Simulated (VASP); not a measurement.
# CdS (F-43m) in VASP: a series of runs

CdS is run at these levels: LDA; tasks: single point.

Program: VASP 6.6.1. These are calculated values, not measurements. Logs are shortened: lines on timing, memory, paths and dates and some standing lists are left out, and cuts for length are marked.

## Step 1: The cell of the first run

It takes space group F-43m (No. 216, cubic). Conventional cell: a = 5.596 Å, b = 5.596 Å, c = 5.596 Å, α = 90.00°, β = 90.00°, γ = 90.00°. Within 3.2 Å of Cd (site symmetry -43m) lie 4 S at 2.42 Å. S (site symmetry -43m) has 4 Cd at 2.42 Å within 3.2 Å.

## Step 2: Single point, LDA

Contents of INCAR:

```
SYSTEM = CdS
ALGO     = Normal         ! electronic algorithm
EDIFF    = 1E-6           ! SCF threshold, eV
ENCUT    = 630            ! plane-wave cutoff, eV
GGA      = CA             ! functional
GGA_COMPAT= .FALSE.      
ISIF     = 2              ! what is computed and relaxed
ISMEAR   = 0              ! smearing method
LASPH    = .TRUE.         ! aspherical terms in the spheres
LCHARG   = .TRUE.         ! write CHGCAR
LELF     = .TRUE.         ! ELF
LREAL    = .FALSE.        ! projectors in reciprocal space
LVHAR    = .TRUE.       
LWAVE    = .FALSE.        ! write WAVECAR
NBANDS   = 20             ! bands
NELM     = 120            ! most SCF steps
PREC     = Accurate       ! precision mode
SIGMA    = 0.01           ! smearing width, eV
```

Contents of KPOINTS:

```
k-points
0
G
  8 8 8
  0 0 0
```

Contents of POSCAR:

```
CdS
1.0
    0.0000000000      2.7982208046      2.7982208046
    2.7982208046      0.0000000000      2.7982208046
    2.7982208046      2.7982208046      0.0000000000
Cd S
1 1
Direct
    0.0000000000      0.0000000000      0.0000000000
    0.7500000000      0.7500000000      0.7500000000
```

Potentials or basis: VASP PAW LDA potentials, release 64 (Cd_sv_GW, S).

On the command line:

```
$ cat potpaw_LDA.64/Cd_sv_GW/POTCAR potpaw_LDA.64/S/POTCAR > POTCAR
$ mpirun -np 1 vasp_std > vasp.out
```

OUTCAR:

```text
SYSTEM = CdS
   EDIFF = 1E-6
   ENCUT = 630
   GGA = CA
   ISIF = 2
   ISMEAR = 0
   LASPH = .TRUE.
   LREAL = .FALSE.
   NELM = 120
   PREC = Accurate

 ion  position               nearest neighbor table
   1  0.000  0.000  0.000-   2 2.42   2 2.42   2 2.42   2 2.42
   2  0.750  0.750  0.750-   1 2.42   1 2.42   1 2.42   1 2.42

  LATTYP: Found a face centered cubic cell.
 ALAT       =     5.5964416092

  Lattice vectors:

 A1 = (   0.0000000000,   2.7982208046,   2.7982208046)
 A2 = (   2.7982208046,   0.0000000000,   2.7982208046)
 A3 = (   2.7982208046,   2.7982208046,   0.0000000000)

Analysis of symmetry for initial positions (statically):
=====================================================================
 Subroutine PRICEL returns:
 Original cell was already a primitive cell.

 Routine SETGRP: Setting up the symmetry group for a
 face centered cubic supercell.

 Subroutine GETGRP returns: Found 24 space group operations
 (whereof 24 operations were pure point group operations)
 out of a pool of 48 trial point group operations.

The static configuration has the point symmetry T_d .

Analysis of symmetry for dynamics (positions and initial velocities):
=====================================================================
 Subroutine PRICEL returns:
 Original cell was already a primitive cell.

 Routine SETGRP: Setting up the symmetry group for a
 face centered cubic supercell.

 Subroutine GETGRP returns: Found 24 space group operations
 (whereof 24 operations were pure point group operations)
 out of a pool of 48 trial point group operations.

The dynamic configuration has the point symmetry T_d .

 Subroutine INISYM returns: Found 24 space group operations
 (whereof 24 operations are pure point group operations),
 and found     1 'primitive' translations

----------------------------------------------------------------------------------------

                                     Primitive cell

  volume of cell :      43.8204

  direct lattice vectors                    reciprocal lattice vectors
     0.000000000  2.798220805  2.798220805    -0.178684970  0.178684970  0.178684970
     2.798220805  0.000000000  2.798220805     0.178684970 -0.178684970  0.178684970
     2.798220805  2.798220805  0.000000000     0.178684970  0.178684970 -0.178684970

  length of vectors
     3.957281812  3.957281812  3.957281812     0.309491446  0.309491446  0.309491446

  position of ions in fractional coordinates (direct lattice)
     0.000000000  0.000000000  0.000000000
     0.750000000  0.750000000  0.750000000
[... 75 lines left out ...]
   ENCUT  =  630.0 eV  46.30 Ry    6.80 a.u.   8.10  8.10  8.10*2*pi/ulx,y,z
   NELM   =    120;   NELMIN=  2; NELMDL= -5     # of ELM steps
   EDIFF  = 0.1E-05   stopping-criterion for ELM
   LREAL  =      F    real-space projection
   EDIFFG = 0.1E-04   stopping-criterion for IOM
   NSW    =      0    number of steps for IOM
   IBRION =     -1    ionic relax: 0-MD 1-quasi-New 2-CG
   NFREE  =      0    steps in history (QN), initial steepest desc. (CG)
   ISIF   =      2    stress and relaxation
   ISYM   =      2    0-nonsym 1-usesym 2-fastsym
   POTIM  = 0.5000    time-step for ionic-motion
   TEBEG  =    0.0;   TEEND  =   0.0 temperature during run
   PSTRESS=    0.0 pullay stress
   NELECT =      26.0000    total number of electrons
   NUPDOWN=      -1.0000    fix difference up-down
   EMIN   =  10.00;   EMAX   =-10.00  energy-range for DOS
   EFERMI =   0.00;   METHOD = LEGACY
   ISMEAR =     0;   SIGMA  =   0.01  broadening in eV -4-tet -1-fermi 0-gaus
   EFERMI_NEDOS =   21; number of points for ismear=-14 and -15
   IALGO  =     38    algorithm
   IMIX   =      4    mixing-type and parameters
     AMIX     =   0.40;   BMIX     =  1.00
     AMIX_MAG =   1.60;   BMIX_MAG =  1.00
  volume/ion in A,a.u.               =      21.91       147.86
  Fermi-wavevector in a.u.,A,eV,Ry     =   1.375648  2.599598 25.747764  1.892407
  Thomas-Fermi vector in A             =   2.500965
   LORBIT       =      0    0 simple, 1 ext, 2 COOP (PROOUT), +10 PAW based schemes
   GGA     = CA    functional components
   LHFCALC =     F    Hartree Fock is set to
   AEXX    =    0.0000 exact exchange contribution
   IVDW    =     0    specifies the selected vdW correction
   LEPSILON=     F    determine dielectric tensor
   LRPA    =     F    only Hartree local field effects (RPA)
 non-spin polarized calculation
 Gauss-broadening in eV      SIGMA  =   0.01
  energy-cutoff  :      630.00
  volume of cell :       43.82
 maximum number of plane-waves:      1591
   NGX = 17   NGY = 17   NGZ = 17

 number of electron      25.9999990 magnetization

 Free energy of the ion-electron system (eV)
  ---------------------------------------------------
  ext. energy  EPLUGINS =         0.00000000
  ---------------------------------------------------
  free energy    TOTEN  =        -7.36615435 eV

  energy without entropy =       -7.36615435  energy(sigma->0) =       -7.36615435

 E-fermi :   4.3551     XC(G=0): -10.3100

 val. band max:        3.9977019301   @ k =   0.0000   0.0000   0.0000
 cond. band min:       5.1337434055   @ k =   0.0000   0.0000   0.0000
 fundamental gap:      1.1360414754
 Fermi energy:         4.3550534960

 k-point     1 :       0.0000    0.0000    0.0000
  band No.  band energies     occupation
      1     -97.0757      2.00000
      2     -58.4694      2.00000
      3     -58.4694      2.00000
      4     -58.4694      2.00000
      5      -9.2116      2.00000
      6      -4.3444      2.00000
[... 541 lines left out ...]
     19      16.3090      0.00000
     20      17.3700      0.00000

 [... further k-points ...]

------------------------ aborting loop because EDIFF is reached ----------------------------------------

  FORCE on cell =-STRESS in cart. coord.  units (eV):
  Direction    XX          YY          ZZ          XY          YZ          ZX
  --------------------------------------------------------------------------------------
  -------------------------------------------------------------------------------------
  Total        1.9038311      1.9038311      1.9038311      0.0000000      0.0000000      0.0000000
  in kB       69.6086241     69.6086241     69.6086241      0.0000000      0.0000000      0.0000000
  external PRESSURE =      69.6086241 kB  Pullay stress =       0.0000000 kB

 VOLUME and BASIS-vectors are now :
 -----------------------------------------------------------------------------
  energy-cutoff  :      630.00
  volume of cell :       43.82
      direct lattice vectors                 reciprocal lattice vectors
     0.000000000  2.798220805  2.798220805    -0.178684970  0.178684970  0.178684970
     2.798220805  0.000000000  2.798220805     0.178684970 -0.178684970  0.178684970
     2.798220805  2.798220805  0.000000000     0.178684970  0.178684970 -0.178684970

 POSITION                                       TOTAL-FORCE (eV/Angst)
 -----------------------------------------------------------------------------------
      0.00000      0.00000      0.00000        -0.000000     -0.000000     -0.000000
      4.19733      4.19733      4.19733         0.000000      0.000000      0.000000
 -----------------------------------------------------------------------------------
    total drift:                                0.000000      0.000000      0.000000

  FREE ENERGIE OF THE ION-ELECTRON SYSTEM (eV)
  ---------------------------------------------------
  free  energy   TOTEN  =        -7.3661543535 eV

  energy  without entropy=       -7.3661543535  energy(sigma->0) =       -7.36615435
```

It took 26 s on 1 thread of Intel Xeon Platinum 8488C (Sapphire Rapids), shared host; peak memory 0.18 GiB.

What came out:

| Property | Result |
| --- | --- |
| Free energy | -7.3662 eV |
| Pressure | 7.0 GPa |
| Band gap on the k mesh | 1.14 eV |

Caveat: the cell stands under pressure.

## Step 3: Single point, LDA

This run uses another cell than the first one, of 21.30 Å³/atom.

Contents of INCAR:

```
SYSTEM = CdS
  ALGO = Normal
  EDIFF = 1E-6
  ENCUT = 630
  GGA_COMPAT = .False.
  ISIF = 2
  ISMEAR = 0
  LASPH = .True.
  LCHARG = .False.
  LREAL = .False.
  LWAVE = .False.
  NBANDS = 20
  NELM = 120
  PREC = Accurate
  SIGMA = 0.01
```

Contents of KPOINTS:

```
k-points
0
Gamma
  8 8 8
  0 0 0
```

Contents of POSCAR:

```
CdS
1.0
    0.0000000000      2.7718631480      2.7718631480
    2.7718631480      0.0000000000      2.7718631480
    2.7718631480      2.7718631480      0.0000000000
Cd S
1 1
Direct
    0.0000000000      0.0000000000      0.0000000000
    0.7500000000      0.7500000000      0.7500000000
```

Potentials or basis: VASP PAW LDA potentials, release 64 (Cd_sv_GW, S).

On the command line:

```
$ cat potpaw_LDA.64/Cd_sv_GW/POTCAR potpaw_LDA.64/S/POTCAR > POTCAR
$ mpirun -np 1 vasp_std > vasp.out
```

Wall time 17 s (1 thread of Intel Xeon Platinum 8488C (Sapphire Rapids), shared host); peak memory 0.18 GiB.

It converged, with:

- Free energy: -7.2999 eV
- Pressure: 10.0 GPa
- Band gap on the k mesh: 1.19 eV

Levels at points of the mesh, in eV from the valence-band top:
```
           k point  band 9  band 10  band 11  band 12  band 13  band 14  band 15  band 16  band 17  band 18
(0.00, 0.00, 0.00)   -7.78    -7.78     0.00     0.00     0.00     1.19     6.27     6.27     6.27    11.66
(0.50, 0.00, 0.00)   -7.72    -7.24    -5.55    -1.02    -1.02     2.96     6.81     6.81     7.60    11.22
(0.50, 0.50, 0.00)   -7.64    -7.17    -4.77    -2.52    -2.52     3.03     4.26     9.62    11.47    11.47
```

Caveat: the cell stands under pressure.
